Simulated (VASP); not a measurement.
# TiO2 (Rutile) (P4_2/mnm) in VASP: further runs

Runs on TiO2 (Rutile). Level: PBEsol. Tasks: single point.

Program: VASP 6.6.1. These are calculated values, not measurements. Logs are shortened: lines on timing, memory, paths and dates and some standing lists are left out, and cuts for length are marked.

## (1) The cell of the first run

Symmetry: P4_2/mnm, No. 136, tetragonal system. The conventional cell has a = 4.514 Å, b = 4.514 Å, c = 2.907 Å, α = 90.00°, β = 90.00°, γ = 90.00°. Within 2.5 Å of Ti (site symmetry mmm) lie 6 O at 1.91 to 1.95 Å. O (site symmetry m2m) has 3 Ti at 1.91 to 1.95 Å and 1 O at 2.49 Å within 2.5 Å.

## (2) Single point, PBEsol

INCAR reads:

```
SYSTEM = TiO2
PREC = Accurate ; ENCUT = 600
EDIFF = 1E-6 ; ISMEAR = 0
SIGMA = 0.01 ; LREAL = .False.
LASPH = .True. ; NELM = 120
ALGO = Normal ; ISIF = 2
LWAVE = .False. ; LCHARG = .False.
GGA = PS ; NBANDS = 33
GGA_COMPAT = .False.
```

KPOINTS reads:

```
Automatic mesh
0
Gamma
  4 4 6
  0 0 0
```

POSCAR reads:

```
TiO2
1.0
    4.5143510624      0.0000000000      0.0000000000
    0.0000000000      4.5143510624      0.0000000000
    0.0000000000      0.0000000000      2.9072648909
Ti O
2 4
Direct
    0.0000000000      0.0000000000      0.0000000000
    0.5000000000      0.5000000000      0.5000000000
    0.3049600000      0.3049600000      0.0000000000
    0.1950400000      0.8049600000      0.5000000000
    0.6950400000      0.6950400000      0.0000000000
    0.8049600000      0.1950400000      0.5000000000
```

Potentials or basis: VASP PAW PBE potentials, release 64 (Ti_sv, O).

Command:

```sh
cat potpaw_PBE.64/Ti_sv/POTCAR potpaw_PBE.64/O/POTCAR > POTCAR
mpirun -np 1 vasp_std > vasp.out
```

OUTCAR:

```text
SYSTEM = TiO2
   PREC = Accurate
   ENCUT = 600
   EDIFF = 1E-6
   ISMEAR = 0
   LREAL = .False.
   LASPH = .True.
   NELM = 120
   ISIF = 2
   GGA = PS

 ion  position               nearest neighbor table
   1  0.000  0.000  0.000-   4 1.91   6 1.91   4 1.91   6 1.91   5 1.95   3 1.95
   2  0.500  0.500  0.500-   3 1.91   5 1.91   3 1.91   5 1.91   4 1.95   6 1.95
   3  0.305  0.305  0.000-   2 1.91   2 1.91   1 1.95
   4  0.195  0.805  0.500-   1 1.91   1 1.91   2 1.95
   5  0.695  0.695  0.000-   2 1.91   2 1.91   1 1.95
   6  0.805  0.195  0.500-   1 1.91   1 1.91   2 1.95

  LATTYP: Found a simple tetragonal cell.
 ALAT       =     4.5143510624
 C/A-ratio  =     0.6440050520

  Lattice vectors:

 A1 = (   4.5143510624,   0.0000000000,   0.0000000000)
 A2 = (   0.0000000000,   4.5143510624,   0.0000000000)
 A3 = (   0.0000000000,   0.0000000000,   2.9072648909)

Analysis of symmetry for initial positions (statically):
=====================================================================
 Subroutine PRICEL returns:
 Original cell was already a primitive cell.

 Routine SETGRP: Setting up the symmetry group for a
 simple tetragonal supercell.

 Subroutine GETGRP returns: Found 16 space group operations
 (whereof  8 operations were pure point group operations)
 out of a pool of 16 trial point group operations.

The static configuration has the point symmetry D_2h.
 The point group associated with its full space group is D_4h.

Analysis of symmetry for dynamics (positions and initial velocities):
=====================================================================
 Subroutine PRICEL returns:
 Original cell was already a primitive cell.

 Routine SETGRP: Setting up the symmetry group for a
 simple tetragonal supercell.

 Subroutine GETGRP returns: Found 16 space group operations
 (whereof  8 operations were pure point group operations)
 out of a pool of 16 trial point group operations.

The dynamic configuration has the point symmetry D_2h.
 The point group associated with its full space group is D_4h.

 Subroutine INISYM returns: Found 16 space group operations
 (whereof  8 operations are pure point group operations),
 and found     1 'primitive' translations

----------------------------------------------------------------------------------------

                                     Primitive cell

  volume of cell :      59.2482

  direct lattice vectors                    reciprocal lattice vectors
     4.514351062  0.000000000  0.000000000     0.221515781  0.000000000  0.000000000
     0.000000000  4.514351062  0.000000000     0.000000000  0.221515781  0.000000000
     0.000000000  0.000000000  2.907264891     0.000000000  0.000000000  0.343965905

  length of vectors
     4.514351062  4.514351062  2.907264891     0.221515781  0.221515781  0.343965905

  position of ions in fractional coordinates (direct lattice)
     0.000000000  0.000000000  0.000000000
     0.500000000  0.500000000  0.500000000
     0.304960000  0.304960000  0.000000000
     0.195040000  0.804960000  0.500000000
     0.695040000  0.695040000  0.000000000
     0.804960000  0.195040000  0.500000000

  ion indices of the primitive-cell ions
   primitive index   ion index
                 1           1
                 2           2
                 3           3
                 4           4
                 5           5
                 6           6

----------------------------------------------------------------------------------------

 KPOINTS: Automatic mesh

Automatic generation of k-mesh.
 Grid dimensions read from file:
 generate k-points for:    4    4    6

 Generating k-lattice:

  Cartesian coordinates                     Fractional coordinates (reciprocal lattice)
     0.055378945  0.000000000  0.000000000     0.250000000  0.000000000  0.000000000
     0.000000000  0.055378945  0.000000000     0.000000000  0.250000000  0.000000000
     0.000000000  0.000000000  0.057327651     0.000000000  0.000000000  0.166666667

  Length of vectors
     0.055378945  0.055378945  0.057327651

  Shift w.r.t. Gamma in fractional coordinates (k-lattice)
     0.000000000  0.000000000  0.000000000

 Subroutine IBZKPT returns following result:
 ===========================================

 Found     24 irreducible k-points:

 Following reciprocal coordinates:
            Coordinates               Weight
  0.000000  0.000000  0.000000      1.000000
  0.250000  0.000000  0.000000      4.000000
  0.500000  0.000000  0.000000      2.000000
  0.250000  0.250000  0.000000      4.000000
  0.500000  0.250000  0.000000      4.000000
  0.500000  0.500000  0.000000      1.000000
[... 16 lines left out ...]
  0.500000  0.250000  0.500000      4.000000
  0.500000  0.500000  0.500000      1.000000
   k-points           NKPTS =     24   k-points in BZ     NKDIM =     24   number of bands    NBANDS=     33
   number of dos      NEDOS =    301   number of ions     NIONS =      6
   total plane-waves  NPLWV =  31104
   dimension x,y,z NGX =    36 NGY =   36 NGZ =   24
   dimension x,y,z NGXF=    72 NGYF=   72 NGZF=   48
   ions per type =               2   4
   NGX,Y,Z   is equivalent  to a cutoff of  13.26, 13.26, 13.72 a.u.
   NGXF,Y,Z  is equivalent  to a cutoff of  26.51, 26.51, 27.45 a.u.
 SYSTEM =  TiO2
   PREC   = accura    normal or accurate (medium, high low for compatibility)
   ISTART =      0    job   : 0-new  1-cont  2-samecut
   ICHARG =      2    charge: 1-file 2-atom 10-const
   ISPIN  =      1    spin polarized calculation?
   LNONCOLLINEAR =      F non collinear calculations
   LSORBIT =      F    spin-orbit coupling
   LASPH  =      T    aspherical Exc in radial PAW
   ENCUT  =  600.0 eV  44.10 Ry    6.64 a.u.   9.02  9.02  5.81*2*pi/ulx,y,z
   NELM   =    120;   NELMIN=  2; NELMDL= -5     # of ELM steps
   EDIFF  = 0.1E-05   stopping-criterion for ELM
   LREAL  =      F    real-space projection
   EDIFFG = 0.1E-04   stopping-criterion for IOM
   NSW    =      0    number of steps for IOM
   IBRION =     -1    ionic relax: 0-MD 1-quasi-New 2-CG
   NFREE  =      0    steps in history (QN), initial steepest desc. (CG)
   ISIF   =      2    stress and relaxation
   ISYM   =      2    0-nonsym 1-usesym 2-fastsym
   POTIM  = 0.5000    time-step for ionic-motion
   TEBEG  =    0.0;   TEEND  =   0.0 temperature during run
   PSTRESS=    0.0 pullay stress
   NELECT =      48.0000    total number of electrons
   NUPDOWN=      -1.0000    fix difference up-down
   EMIN   =  10.00;   EMAX   =-10.00  energy-range for DOS
   EFERMI =   0.00;   METHOD = LEGACY
   ISMEAR =     0;   SIGMA  =   0.01  broadening in eV -4-tet -1-fermi 0-gaus
   EFERMI_NEDOS =   21; number of points for ismear=-14 and -15
   IALGO  =     38    algorithm
   IMIX   =      4    mixing-type and parameters
     AMIX     =   0.40;   BMIX     =  1.00
     AMIX_MAG =   1.60;   BMIX_MAG =  1.00
  volume/ion in A,a.u.               =       9.87        66.64
  Fermi-wavevector in a.u.,A,eV,Ry     =   1.526149  2.884003 31.689731  2.329130
  Thomas-Fermi vector in A             =   2.634222
   LORBIT       =      0    0 simple, 1 ext, 2 COOP (PROOUT), +10 PAW based schemes
   GGA     = PS    functional components
   LHFCALC =     F    Hartree Fock is set to
   AEXX    =    0.0000 exact exchange contribution
   IVDW    =     0    specifies the selected vdW correction
   LEPSILON=     F    determine dielectric tensor
   LRPA    =     F    only Hartree local field effects (RPA)
 non-spin polarized calculation
 Gauss-broadening in eV      SIGMA  =   0.01
  energy-cutoff  :      600.00
  volume of cell :       59.25
 maximum number of plane-waves:      2000
   NGX = 19   NGY = 19   NGZ = 11

 number of electron      47.9999996 magnetization

 Free energy of the ion-electron system (eV)
  ---------------------------------------------------
  ext. energy  EPLUGINS =         0.00000000
  ---------------------------------------------------
  free energy    TOTEN  =       -55.99155859 eV

  energy without entropy =      -55.99155859  energy(sigma->0) =      -55.99155859

 E-fermi :   5.4070     XC(G=0): -11.9859

 val. band max:        5.2815053116   @ k =   0.0000   0.0000   0.0000
 cond. band min:       7.2387742224   @ k =   0.0000   0.0000   0.0000
 fundamental gap:      1.9572689108
 Fermi energy:         5.4069917945

 k-point     1 :       0.0000    0.0000    0.0000
  band No.  band energies     occupation
      1     -51.1938      2.00000
      2     -51.1703      2.00000
      3     -27.6770      2.00000
      4     -27.6770      2.00000
      5     -27.4647      2.00000
      6     -27.4647      2.00000
[... 25 lines left out ...]
     32      12.4274      0.00000
     33      12.5383      0.00000

 k-point     2 :       0.2500    0.0000    0.0000
  band No.  band energies     occupation
      1     -51.1903      2.00000
      2     -51.1737      2.00000
      3     -27.6519      2.00000
      4     -27.6495      2.00000
      5     -27.4954      2.00000
      6     -27.4929      2.00000
[... 25 lines left out ...]
     32      12.2157      0.00000
     33      12.2548      0.00000

 k-point     3 :       0.5000    0.0000    0.0000
  band No.  band energies     occupation
      1     -51.1820      2.00000
      2     -51.1820      2.00000
      3     -27.6058      2.00000
      4     -27.6058      2.00000
      5     -27.5423      2.00000
      6     -27.5423      2.00000
[... 25 lines left out ...]
     32      11.8858      0.00000
     33      12.0243      0.00000

 k-point     4 :       0.2500    0.2500    0.0000
  band No.  band energies     occupation
      1     -51.1879      2.00000
      2     -51.1761      2.00000
      3     -27.6857      2.00000
      4     -27.6065      2.00000
      5     -27.5416      2.00000
      6     -27.4595      2.00000
[... 25 lines left out ...]
     32      12.0223      0.00000
     33      12.4244      0.00000

 k-point     5 :       0.5000    0.2500    0.0000
  band No.  band energies     occupation
      1     -51.1819      2.00000
      2     -51.1819      2.00000
      3     -27.6620      2.00000
      4     -27.6620      2.00000
      5     -27.4864      2.00000
      6     -27.4864      2.00000
[... 604 lines left out ...]
 k-point    22 :       0.2500    0.2500    0.5000
  band No.  band energies     occupation
      1     -51.1291      2.00000
      2     -51.1291      2.00000
      3     -27.9718      2.00000
      4     -27.9600      2.00000
      5     -27.4976      2.00000
      6     -27.4821      2.00000
[... 25 lines left out ...]
     32      11.6182      0.00000
     33      11.8512      0.00000

 k-point    23 :       0.5000    0.2500    0.5000
  band No.  band energies     occupation
      1     -51.1291      2.00000
      2     -51.1291      2.00000
      3     -27.9657      2.00000
      4     -27.9657      2.00000
      5     -27.4907      2.00000
      6     -27.4907      2.00000
[... 25 lines left out ...]
     32      10.9984      0.00000
     33      12.5940      0.00000

 k-point    24 :       0.5000    0.5000    0.5000
  band No.  band energies     occupation
      1     -51.1290      2.00000
      2     -51.1290      2.00000
      3     -27.9576      2.00000
      4     -27.9576      2.00000
      5     -27.4992      2.00000
      6     -27.4992      2.00000
[... 25 lines left out ...]
     32      11.6712      0.00000
     33      11.8378      0.00000

------------------------ aborting loop because EDIFF is reached ----------------------------------------

  FORCE on cell =-STRESS in cart. coord.  units (eV):
  Direction    XX          YY          ZZ          XY          YZ          ZX
  --------------------------------------------------------------------------------------
  -------------------------------------------------------------------------------------
  Total        4.3748567      4.3748567      5.0697699     -0.0000000      0.0000000      0.0000000
  in kB      118.3039235    118.3039235    137.0956176     -0.0000000      0.0000000      0.0000000
  external PRESSURE =     124.5678215 kB  Pullay stress =       0.0000000 kB

 VOLUME and BASIS-vectors are now :
 -----------------------------------------------------------------------------
  energy-cutoff  :      600.00
  volume of cell :       59.25
      direct lattice vectors                 reciprocal lattice vectors
     4.514351062  0.000000000  0.000000000     0.221515781  0.000000000  0.000000000
     0.000000000  4.514351062  0.000000000     0.000000000  0.221515781  0.000000000
     0.000000000  0.000000000  2.907264891     0.000000000  0.000000000  0.343965905

 POSITION                                       TOTAL-FORCE (eV/Angst)
 -----------------------------------------------------------------------------------
      0.00000      0.00000      0.00000         0.000000     -0.000000     -0.000000
      2.25718      2.25718      1.45363         0.000000     -0.000000     -0.000000
      1.37670      1.37670      0.00000        -0.231459     -0.231459     -0.000000
      0.88048      3.63387      1.45363         0.231459     -0.231459     -0.000000
      3.13765      3.13765      0.00000         0.231459      0.231459      0.000000
      3.63387      0.88048      1.45363        -0.231459      0.231459      0.000000
 -----------------------------------------------------------------------------------
    total drift:                                0.000000      0.000000     -0.000000

  FREE ENERGIE OF THE ION-ELECTRON SYSTEM (eV)
  ---------------------------------------------------
  free  energy   TOTEN  =       -55.9915585890 eV

  energy  without entropy=      -55.9915585890  energy(sigma->0) =      -55.99155859
```

Run time: 53 s. Hardware: 1 thread of Intel Xeon 6975P-C, shared host; peak memory 0.2 GiB.

Results:

| Quantity | Value |
| --- | --- |
| Free energy | -55.9916 eV |
| Pressure | 12.5 GPa |
| Largest force | 0.327 eV/Å |
| Band gap on the k mesh | 1.96 eV, direct |

Forces on the atoms (eV/Å):
```
Ti   0.000  0.000  0.000
Ti   0.000  0.000  0.000
O   -0.231 -0.231  0.000
O    0.231 -0.231  0.000
O    0.231  0.231  0.000
O   -0.231  0.231  0.000
```

Levels at points of the mesh, in eV from the valence-band top:
```
           k point  band 22  band 23  band 24  band 25  band 26  band 27
(0.00, 0.00, 0.00)    -0.45    -0.45     0.00     1.96     2.29     2.55
(0.50, 0.00, 0.00)    -1.70    -0.81    -0.81     2.71     2.71     3.23
(0.50, 0.50, 0.00)    -1.32    -1.06    -1.06     2.01     2.01     2.67
(0.00, 0.00, 0.50)    -2.61    -1.47    -1.47     3.17     3.17     3.39
(0.50, 0.00, 0.50)    -2.18    -1.12    -1.12     1.97     1.97     3.42
(0.50, 0.50, 0.50)    -1.39    -0.67    -0.67     2.73     2.73     3.41
```

Caveat: the PAW data sets were made with another functional, which shifts forces and pressure a little. A k mesh can miss the band edges.

## (3) Single point, PBEsol

This run uses another cell than the first one, of 10.50 Å³/atom, 1.063 times its volume.

INCAR reads:

```
  PREC = Accurate
  ENCUT = 600
  EDIFF = 1E-6
  ISMEAR = 0
  SIGMA = 0.01
  LREAL = False
  LASPH = True
  NELM = 120
  ALGO = Normal
  ISIF = 2
  LWAVE = False
  LCHARG = False
  GGA = PS
  NBANDS = 33
  GGA_COMPAT = False
```

KPOINTS reads:

```
Automatic mesh
0
Gamma
  4 4 6
```

Edit POSCAR of step 2 so:

```diff
@@ -2,5 +2,5 @@
 1.0
-    4.5143510624      0.0000000000      0.0000000000
-    0.0000000000      4.5143510624      0.0000000000
-    0.0000000000      0.0000000000      2.9072648909
+    4.6074565905      0.0000000000      0.0000000000
+    0.0000000000      4.6074565905      0.0000000000
+    0.0000000000      0.0000000000      2.9672253213
 Ti O
```

Potentials or basis: VASP PAW PBE potentials, release 64 (Ti_sv, O).

Command:

```sh
cat potpaw_PBE.64/Ti_sv/POTCAR potpaw_PBE.64/O/POTCAR > POTCAR
mpirun -np 1 vasp_std > vasp.out
```

It took 70 s on 1 thread of Intel Xeon 6975P-C, shared host; peak memory 0.21 GiB.

It converged, with:

```
Free energy            : -56.0961 eV
Pressure               : -3.6 GPa
Largest force          : 0.004 eV/Å
Band gap on the k mesh : 1.81 eV, direct
```

Forces in eV/Å, atoms in the order of the input:
```
Ti   0.000  0.000  0.000
Ti   0.000  0.000  0.000
O   -0.003 -0.003  0.000
O    0.003 -0.003  0.000
O    0.003  0.003  0.000
O   -0.003  0.003  0.000
```

Stress tensor (GPa, compression positive):
```
-2.83  0.00  0.00
 0.00 -2.83  0.00
 0.00  0.00 -5.14
```

Levels at points of the mesh, in eV from the valence-band top:
| k point | band 21 | band 22 | band 23 | band 24 | band 25 | band 26 | band 27 | band 28 |
| --- | --- | --- | --- | --- | --- | --- | --- | --- |
| (0.00, 0.00, 0.00) | -0.71 | -0.45 | -0.45 | 0.00 | 1.81 | 2.10 | 2.35 | 2.44 |
| (0.50, 0.00, 0.00) | -1.65 | -1.65 | -0.75 | -0.75 | 2.48 | 2.48 | 2.96 | 2.96 |
| (0.50, 0.50, 0.00) | -1.31 | -1.31 | -1.06 | -1.06 | 1.85 | 1.85 | 2.46 | 2.46 |
| (0.00, 0.00, 0.50) | -2.38 | -2.38 | -1.44 | -1.44 | 2.92 | 2.92 | 3.10 | 3.10 |
| (0.50, 0.00, 0.50) | -2.05 | -2.05 | -1.04 | -1.04 | 1.84 | 1.84 | 3.13 | 3.13 |
| (0.50, 0.50, 0.50) | -1.28 | -1.28 | -0.68 | -0.68 | 2.53 | 2.53 | 3.15 | 3.15 |

Caveat: the PAW data sets were made with another functional, which shifts forces and pressure a little. A k mesh can miss the band edges.

## (4) Single point, PBEsol

This run uses another cell than the first one, of 11.12 Å³/atom, 1.126 times its volume.

INCAR reads:

```
SYSTEM = TiO2
PREC = Accurate ; ENCUT = 600
EDIFF = 1E-6 ; ISMEAR = 0
SIGMA = 0.01 ; LREAL = .FALSE.
LASPH = .TRUE. ; NELM = 120
ALGO = Normal ; ISIF = 2
LWAVE = .FALSE. ; LCHARG = .FALSE.
GGA = PS ; NBANDS = 33
GGA_COMPAT = .FALSE.
```

KPOINTS reads:

```
regular mesh
0
G
  4 4 6
  0 0 0
```

Edit POSCAR of step 3 so:

```diff
@@ -2,5 +2,5 @@
 1.0
-    4.6074565905      0.0000000000      0.0000000000
-    0.0000000000      4.6074565905      0.0000000000
-    0.0000000000      0.0000000000      2.9672253213
+    4.6969440490      0.0000000000      0.0000000000
+    0.0000000000      4.6969440490      0.0000000000
+    0.0000000000      0.0000000000      3.0248556967
 Ti O
```

Command:

```sh
cat potpaw_PBE.64/Ti_sv/POTCAR potpaw_PBE.64/O/POTCAR > POTCAR
mpirun -np 1 vasp_std > vasp.out
```

Wall time 61 s (1 thread of Intel Xeon 6975P-C, shared host); peak memory 0.21 GiB.

The run converged. Its results:

```yaml
Free_energy: -55.8786 eV
Pressure: -15.3 GPa
Largest_force: 0.257 eV/Å
Band_gap_on_the_k_mesh: 1.67 eV, direct
```

Forces on the atoms (eV/Å):
```
Ti   0.000  0.000  0.000
Ti   0.000  0.000  0.000
O    0.182  0.182  0.000
O   -0.182  0.182  0.000
O   -0.182 -0.182  0.000
O    0.182 -0.182  0.000
```

Stress tensor (GPa, compression positive):
```
-13.47   0.00   0.00
  0.00 -13.47   0.00
  0.00   0.00 -18.83
```

Levels at points of the mesh, in eV from the valence-band top:
| k point | band 21 | band 22 | band 23 | band 24 | band 25 | band 26 | band 27 | band 28 |
| --- | --- | --- | --- | --- | --- | --- | --- | --- |
| (0.00, 0.00, 0.00) | -0.72 | -0.44 | -0.44 | 0.00 | 1.67 | 1.93 | 2.17 | 2.25 |
| (0.50, 0.00, 0.00) | -1.60 | -1.60 | -0.70 | -0.70 | 2.27 | 2.27 | 2.71 | 2.71 |
| (0.50, 0.50, 0.00) | -1.30 | -1.30 | -1.06 | -1.06 | 1.70 | 1.70 | 2.26 | 2.26 |
| (0.00, 0.00, 0.50) | -2.18 | -2.18 | -1.39 | -1.39 | 2.69 | 2.69 | 2.84 | 2.84 |
| (0.50, 0.00, 0.50) | -1.94 | -1.94 | -0.96 | -0.96 | 1.72 | 1.72 | 2.86 | 2.86 |
| (0.50, 0.50, 0.50) | -1.18 | -1.18 | -0.68 | -0.68 | 2.35 | 2.35 | 2.88 | 2.88 |

Caveat: the PAW data sets were made with another functional, which shifts forces and pressure a little.

## (5) The runs side by side

```tsv
cell	gap on the mesh (eV)	pressure (GPa)	largest force (eV/Å)
a = 4.514, b = 4.514, c = 2.907 Å, 6 atoms	1.96	12.5	0.33
a = 4.607, b = 4.607, c = 2.967 Å, 6 atoms	1.81	-3.6	-
a = 4.697, b = 4.697, c = 3.025 Å, 6 atoms	1.67	-15.3	0.26
```

Alike in all rows: task single point; level PBEsol; potentials or basis VASP PAW PBE potentials, release 64 (Ti_sv, O); no spin polarisation; k mesh 4 × 4 × 6; cutoff (eV) 600; smearing gaussian 0.01 eV.

Caveats: the PAW data sets were made with another functional, which shifts forces and pressure a little.

Absolute energies hang on the potentials; compare differences alone.
